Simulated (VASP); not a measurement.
# Si (Ibca) in VASP: notebook

Runs on Si. Level: PBEsol. Tasks: single point.

Program: VASP 6.6.1. These are calculated values, not measurements. Logs are shortened: lines on timing, memory, paths and dates and some standing lists are left out, and cuts for length are marked.

### 1 The cell of the first run

The structure is orthorhombic, space group Ibca (No. 73). The conventional cell has a = 6.302 Å, b = 6.302 Å, c = 6.775 Å, α = 90.00°, β = 90.00°, γ = 90.00°. Within 3.0 Å of Si (site symmetry 1) lie 4 Si at 2.26 to 2.38 Å.

### 2 Single point, PBEsol (16.81 Å³/atom)

INCAR

```
SYSTEM = Si
  ALGO = Normal
  EDIFF = 1E-6
  ENCUT = 520
  GGA = PS
  ISIF = 2
  ISMEAR = 0
  LASPH = .True.
  LCHARG = .False.
  LREAL = .False.
  LWAVE = .False.
  NBANDS = 26
  NELM = 80
  PREC = Accurate
  SIGMA = 0.15
```

KPOINTS

```
k-points
0
Gamma
  10 10 10
  0 0 0
```

POSCAR

```
Si
1.0
   -3.1509351697      3.1509351697      3.3872553075
    3.1509351697     -3.1509351697      3.3872553075
    3.1509351697      3.1509351697     -3.3872553075
Si
8
Direct
    0.2047947401      0.2047947401      0.2047947401
    0.5000000000      0.0000000000      0.2952052599
    0.2952052599      0.5000000000      0.0000000000
    0.0000000000      0.2952052599      0.5000000000
    0.7952052599      0.7952052599      0.7952052599
    0.5000000000      0.0000000000      0.7047947401
    0.7047947401      0.5000000000      0.0000000000
    0.0000000000      0.7047947401      0.5000000000
```

Potentials or basis: VASP PAW PBE potentials, release 64 (Si).

The run is started by

```console
cat potpaw_PBE.64/Si/POTCAR > POTCAR
mpirun -np 1 vasp_std > vasp.out
```

OUTCAR:

```text
SYSTEM = Si
   EDIFF = 1E-6
   ENCUT = 520
   GGA = PS
   ISIF = 2
   ISMEAR = 0
   LASPH = .True.
   LREAL = .False.
   NELM = 80
   PREC = Accurate

 ion  position               nearest neighbor table
   1  0.205  0.205  0.205-   2 2.26   5 2.29   4 2.32   3 2.38
   2  0.500  0.000  0.295-   1 2.26   6 2.29   3 2.32   4 2.38
   3  0.295  0.500  0.000-   4 2.26   7 2.29   2 2.32   1 2.38
   4  0.000  0.295  0.500-   3 2.26   8 2.29   1 2.32   2 2.38
   5  0.795  0.795  0.795-   6 2.26   1 2.29   8 2.32   7 2.38
   6  0.500  0.000  0.705-   5 2.26   2 2.29   7 2.32   8 2.38
   7  0.705  0.500  0.000-   8 2.26   3 2.29   6 2.32   5 2.38
   8  0.000  0.705  0.500-   7 2.26   4 2.29   5 2.32   6 2.38

  LATTYP: Found a body centered tetragonal cell.
 ALAT       =     6.3018703394
 C/A-ratio  =     1.0750000000

  Lattice vectors:

 A1 = (  -3.1509351697,   3.1509351697,   3.3872553075)
 A2 = (   3.1509351697,  -3.1509351697,   3.3872553075)
 A3 = (   3.1509351697,   3.1509351697,  -3.3872553075)

Analysis of symmetry for initial positions (statically):
=====================================================================
 Subroutine PRICEL returns:
 Original cell was already a primitive cell.

 Routine SETGRP: Setting up the symmetry group for a
 body centered tetragonal supercell.

 Subroutine GETGRP returns: Found  8 space group operations
 (whereof  2 operations were pure point group operations)
 out of a pool of 16 trial point group operations.

The static configuration has the point symmetry S_2 .
 The point group associated with its full space group is D_2h.

Analysis of symmetry for dynamics (positions and initial velocities):
=====================================================================
 Subroutine PRICEL returns:
 Original cell was already a primitive cell.

 Routine SETGRP: Setting up the symmetry group for a
 body centered tetragonal supercell.

 Subroutine GETGRP returns: Found  8 space group operations
 (whereof  2 operations were pure point group operations)
 out of a pool of 16 trial point group operations.

The dynamic configuration has the point symmetry S_2 .
 The point group associated with its full space group is D_2h.

 Subroutine INISYM returns: Found  8 space group operations
 (whereof  2 operations are pure point group operations),
 and found     1 'primitive' translations

----------------------------------------------------------------------------------------

                                     Primitive cell

  volume of cell :     134.5200

  direct lattice vectors                    reciprocal lattice vectors
    -3.150935170  3.150935170  3.387255307     0.000000000  0.158683049  0.147612139
     3.150935170 -3.150935170  3.387255307     0.158683049  0.000000000  0.147612139
     3.150935170  3.150935170 -3.387255307     0.158683049  0.158683049  0.000000000

  length of vectors
     5.597346104  5.597346104  5.597346104     0.216724834  0.216724834  0.224411720

  position of ions in fractional coordinates (direct lattice)
     0.204794740  0.204794740  0.204794740
     0.500000000  1.000000000  0.295205260
     0.295205260  0.500000000  0.000000000
     0.000000000  0.295205260  0.500000000
     0.795205260  0.795205260  0.795205260
     0.500000000  0.000000000  0.704794740
     0.704794740  0.500000000  0.000000000
     1.000000000  0.704794740  0.500000000

  ion indices of the primitive-cell ions
   primitive index   ion index
                 1           1
                 2           2
                 3           3
                 4           4
                 5           5
                 6           6
                 7           7
                 8           8

----------------------------------------------------------------------------------------

 KPOINTS: k-points

Automatic generation of k-mesh.
 Grid dimensions read from file:
 generate k-points for:   10   10   10

 Generating k-lattice:

  Cartesian coordinates                     Fractional coordinates (reciprocal lattice)
     0.000000000  0.015868305  0.014761214     0.100000000 -0.000000000  0.000000000
     0.015868305  0.000000000  0.014761214    -0.000000000  0.100000000  0.000000000
     0.015868305  0.015868305  0.000000000     0.000000000  0.000000000  0.100000000

  Length of vectors
     0.021672483  0.021672483  0.022441172

  Shift w.r.t. Gamma in fractional coordinates (k-lattice)
     0.000000000  0.000000000  0.000000000

 Subroutine IBZKPT returns following result:
 ===========================================

 Found    171 irreducible k-points:

 Following reciprocal coordinates:
            Coordinates               Weight
  0.000000  0.000000  0.000000      1.000000
  0.100000  0.000000 -0.000000      4.000000
  0.000000  0.100000 -0.000000      4.000000
  0.200000  0.000000 -0.000000      4.000000
  0.000000  0.200000 -0.000000      4.000000
  0.300000  0.000000  0.000000      4.000000
[... 16 lines left out ...]
 -0.300000  0.100000 -0.000000      8.000000
  0.000000 -0.200000 -0.100000      8.000000
 [... further k-points ...]
   k-points           NKPTS =    171   k-points in BZ     NKDIM =    171   number of bands    NBANDS=     26
   number of dos      NEDOS =    301   number of ions     NIONS =      8
   total plane-waves  NPLWV =  74088
   dimension x,y,z NGX =    42 NGY =   42 NGZ =   42
   dimension x,y,z NGXF=    84 NGYF=   84 NGZF=   84
   ions per type =               8
   NGX,Y,Z   is equivalent  to a cutoff of  12.47, 12.47, 12.47 a.u.
   NGXF,Y,Z  is equivalent  to a cutoff of  24.95, 24.95, 24.95 a.u.
 SYSTEM =  Si
   PREC   = accura    normal or accurate (medium, high low for compatibility)
   ISTART =      0    job   : 0-new  1-cont  2-samecut
   ICHARG =      2    charge: 1-file 2-atom 10-const
   ISPIN  =      1    spin polarized calculation?
   LNONCOLLINEAR =      F non collinear calculations
   LSORBIT =      F    spin-orbit coupling
   LASPH  =      T    aspherical Exc in radial PAW
   ENCUT  =  520.0 eV  38.22 Ry    6.18 a.u.  10.41 10.41 10.41*2*pi/ulx,y,z
   NELM   =     80;   NELMIN=  2; NELMDL= -5     # of ELM steps
   EDIFF  = 0.1E-05   stopping-criterion for ELM
   LREAL  =      F    real-space projection
   EDIFFG = 0.1E-04   stopping-criterion for IOM
   NSW    =      0    number of steps for IOM
   IBRION =     -1    ionic relax: 0-MD 1-quasi-New 2-CG
   NFREE  =      0    steps in history (QN), initial steepest desc. (CG)
   ISIF   =      2    stress and relaxation
   ISYM   =      2    0-nonsym 1-usesym 2-fastsym
   POTIM  = 0.5000    time-step for ionic-motion
   TEBEG  =    0.0;   TEEND  =   0.0 temperature during run
   PSTRESS=    0.0 pullay stress
   NELECT =      32.0000    total number of electrons
   NUPDOWN=      -1.0000    fix difference up-down
   EMIN   =  10.00;   EMAX   =-10.00  energy-range for DOS
   EFERMI =   0.00;   METHOD = LEGACY
   ISMEAR =     0;   SIGMA  =   0.15  broadening in eV -4-tet -1-fermi 0-gaus
   EFERMI_NEDOS =   21; number of points for ismear=-14 and -15
   IALGO  =     38    algorithm
   IMIX   =      4    mixing-type and parameters
     AMIX     =   0.40;   BMIX     =  1.00
     AMIX_MAG =   1.60;   BMIX_MAG =  1.00
  volume/ion in A,a.u.               =      16.81       113.47
  Fermi-wavevector in a.u.,A,eV,Ry     =   1.014369  1.916879 13.999633  1.028944
  Thomas-Fermi vector in A             =   2.147592
   LORBIT       =      0    0 simple, 1 ext, 2 COOP (PROOUT), +10 PAW based schemes
   GGA     = PS    functional components
   LHFCALC =     F    Hartree Fock is set to
   AEXX    =    0.0000 exact exchange contribution
   IVDW    =     0    specifies the selected vdW correction
   LEPSILON=     F    determine dielectric tensor
   LRPA    =     F    only Hartree local field effects (RPA)
 non-spin polarized calculation
 Gauss-broadening in eV      SIGMA  =   0.15
  energy-cutoff  :      520.00
  volume of cell :      134.52
 maximum number of plane-waves:      3665
 NGX is ok and might be reduce to    42
   NGX = 21   NGY = 21   NGZ = 21

 number of electron      32.0000001 magnetization

 Free energy of the ion-electron system (eV)
  ---------------------------------------------------
  ext. energy  EPLUGINS =         0.00000000
  ---------------------------------------------------
  free energy    TOTEN  =       -44.55478358 eV

  energy without entropy =      -44.54139451  energy(sigma->0) =      -44.54808905

 E-fermi :   7.9045     XC(G=0): -10.4051

 val. band max:        7.8891790785   @ k =  -0.4000  -0.4000   0.4000
 cond. band min:       7.9063617373   @ k =   0.5000   0.0000   0.0000
 fundamental gap:      0.0171826588
 Fermi energy:         7.9045001949

 k-point     1 :       0.0000    0.0000    0.0000
  band No.  band energies     occupation
      1      -5.3462      2.00000
      2      -0.5163      2.00000
      3      -0.4440      2.00000
      4      -0.2901      2.00000
      5       0.2349      2.00000
      6       1.1106      2.00000
[... 18 lines left out ...]
     25      13.5039      0.00000
     26      13.9332      0.00000

 k-point     2 :       0.1000    0.0000   -0.0000
  band No.  band energies     occupation
      1      -5.2821      2.00000
      2      -0.8837      2.00000
      3      -0.6142      2.00000
      4      -0.0868      2.00000
      5      -0.0188      2.00000
      6       1.0364      2.00000
[... 18 lines left out ...]
     25      13.6568      0.00000
     26      13.9055      0.00000

 k-point     3 :       0.0000    0.1000   -0.0000
  band No.  band energies     occupation
      1      -5.2821      2.00000
      2      -0.8688      2.00000
      3      -0.4827      2.00000
      4      -0.4240      2.00000
      5       0.1648      2.00000
      6       1.2242      2.00000
[... 18 lines left out ...]
     25      13.4205      0.00000
     26      13.8474      0.00000

 k-point     4 :       0.2000    0.0000   -0.0000
  band No.  band energies     occupation
      1      -5.0902      2.00000
      2      -1.5708      2.00000
      3      -0.9006      2.00000
      4      -0.4223      2.00000
      5       0.1604      2.00000
      6       0.8352      2.00000
[... 18 lines left out ...]
     25      13.4312      0.00000
     26      13.6468      0.00000

 k-point     5 :       0.0000    0.2000   -0.0000
  band No.  band energies     occupation
      1      -5.0903      2.00000
      2      -1.5725      2.00000
      3      -0.6874      2.00000
      4      -0.6807      2.00000
      5       0.1289      2.00000
      6       0.9463      2.00000
[... 18 lines left out ...]
     25      13.0383      0.00000
     26      13.6061      0.00000

 k-point     6 :       0.3000    0.0000    0.0000
  band No.  band energies     occupation
      1      -4.7722      2.00000
      2      -2.3584      2.00000
      3      -1.0846      2.00000
      4      -0.7652      2.00000
      5       0.2996      2.00000
      6       0.6315      2.00000
[... 427 lines left out ...]
 k-point    21 :      -0.4000    0.1000    0.0000
  band No.  band energies     occupation
      1      -4.4981      2.00000
      2      -2.7390      2.00000
      3      -1.3784      2.00000
      4      -1.0943      2.00000
      5       0.4218      2.00000
      6       0.9079      2.00000
[... 18 lines left out ...]
     25      12.5229      0.00000
     26      12.9241      0.00000

 k-point    22 :      -0.0000   -0.3000   -0.1000
  band No.  band energies     occupation
      1      -4.4991      2.00000
      2      -2.7368      2.00000
      3      -1.3920      2.00000
      4      -1.0200      2.00000
      5       0.3305      2.00000
      6       0.6489      2.00000
[... 18 lines left out ...]
     25      12.5188      0.00000
     26      13.2080      0.00000

 k-point    23 :      -0.3000    0.1000   -0.0000
  band No.  band energies     occupation
      1      -4.8831      2.00000
      2      -1.9838      2.00000
      3      -1.1098      2.00000
      4      -0.9619      2.00000
      5       0.3732      2.00000
      6       0.9713      2.00000
[... 18 lines left out ...]
     25      12.8745      0.00000
     26      13.3290      0.00000

 k-point    24 :       0.0000   -0.2000   -0.1000
  band No.  band energies     occupation
      1      -4.8836      2.00000
      2      -1.9713      2.00000
      3      -1.1615      2.00000
      4      -0.8782      2.00000
      5       0.2248      2.00000
      6       0.8915      2.00000
[... 18 lines left out ...]
     25      13.1107      0.00000
     26      13.2121      0.00000

 [... further k-points ...]

------------------------ aborting loop because EDIFF is reached ----------------------------------------

  FORCE on cell =-STRESS in cart. coord.  units (eV):
  Direction    XX          YY          ZZ          XY          YZ          ZX
  --------------------------------------------------------------------------------------
  -------------------------------------------------------------------------------------
  Total       10.1290131     10.4009174      0.0584815      0.0000000      0.0000000      0.0000000
  in kB      120.6398693    123.8783381      0.6965335      0.0000000      0.0000000      0.0000000
  external PRESSURE =      81.7382470 kB  Pullay stress =       0.0000000 kB

 VOLUME and BASIS-vectors are now :
 -----------------------------------------------------------------------------
  energy-cutoff  :      520.00
  volume of cell :      134.52
      direct lattice vectors                 reciprocal lattice vectors
    -3.150935170  3.150935170  3.387255307     0.000000000  0.158683049  0.147612139
     3.150935170 -3.150935170  3.387255307     0.158683049  0.000000000  0.147612139
     3.150935170  3.150935170 -3.387255307     0.158683049  0.158683049  0.000000000

 POSITION                                       TOTAL-FORCE (eV/Angst)
 -----------------------------------------------------------------------------------
      0.64529      0.64529      0.69369         0.425808     -0.342041      0.484325
     -0.64529      2.50564      0.69369        -0.425808      0.342041      0.484325
      0.64529     -0.64529      2.69356         0.425808      0.342041     -0.484325
      2.50564      0.64529     -0.69369        -0.425808     -0.342041     -0.484325
      2.50564      2.50564      2.69356        -0.425808      0.342041     -0.484325
      0.64529      3.79623     -0.69369         0.425808     -0.342041     -0.484325
     -0.64529      0.64529      4.08095        -0.425808     -0.342041      0.484325
      3.79623     -0.64529      0.69369         0.425808      0.342041      0.484325
 -----------------------------------------------------------------------------------
    total drift:                                0.000000     -0.000000      0.000000

  FREE ENERGIE OF THE ION-ELECTRON SYSTEM (eV)
  ---------------------------------------------------
  free  energy   TOTEN  =       -44.5547835842 eV

  energy  without entropy=      -44.5413945130  energy(sigma->0) =      -44.54808905
```

Run time: 16 min. Hardware: 1 thread of Intel Xeon 8259CL, shared host; peak memory 0.53 GiB.

What came out:

```
Free energy            : -44.5548 eV
Pressure               : 8.2 GPa
Largest force          : 0.730 eV/Å
Band gap on the k mesh : zero (bands 16 and 17 overlap by 0.45 eV)
```

Forces in eV/Å, atoms in the order of the input:
```
Si   0.426 -0.342  0.484
Si  -0.426  0.342  0.484
Si   0.426  0.342 -0.484
Si  -0.426 -0.342 -0.484
Si  -0.426  0.342 -0.484
Si   0.426 -0.342 -0.484
Si  -0.426 -0.342  0.484
Si   0.426  0.342  0.484
```

Stress tensor (GPa, compression positive):
```
12.06  0.00  0.00
 0.00 12.39  0.00
 0.00  0.00  0.07
```

Levels at points of the mesh, in eV from the Fermi level:
| k point | band 14 | band 15 | band 16 | band 17 | band 18 | band 19 |
| --- | --- | --- | --- | --- | --- | --- |
| (0.00, 0.00, 0.00) | -2.06 | -1.18 | -0.36 | 0.76 | 2.26 | 2.40 |
| (0.50, 0.00, 0.00) | -2.02 | -0.96 | -0.96 | 0.00 | 0.00 | 2.25 |
| (0.00, 0.50, 0.00) | -2.13 | -1.45 | -1.45 | 0.68 | 0.68 | 2.10 |
| (0.50, 0.50, 0.00) | -2.10 | -1.53 | -1.53 | 0.43 | 0.43 | 1.78 |
| (0.50, 0.50, 0.50) | -0.58 | -0.03 | 0.29 | 0.76 | 2.43 | 2.44 |

Caveat: the stress differs along the axes, from 0 to 12 GPa; semilocal functionals underestimate gaps, and a narrow one can read as zero; the PAW data sets were made with another functional, which shifts forces and pressure a little.

(Part 1 of 2 ends here.)
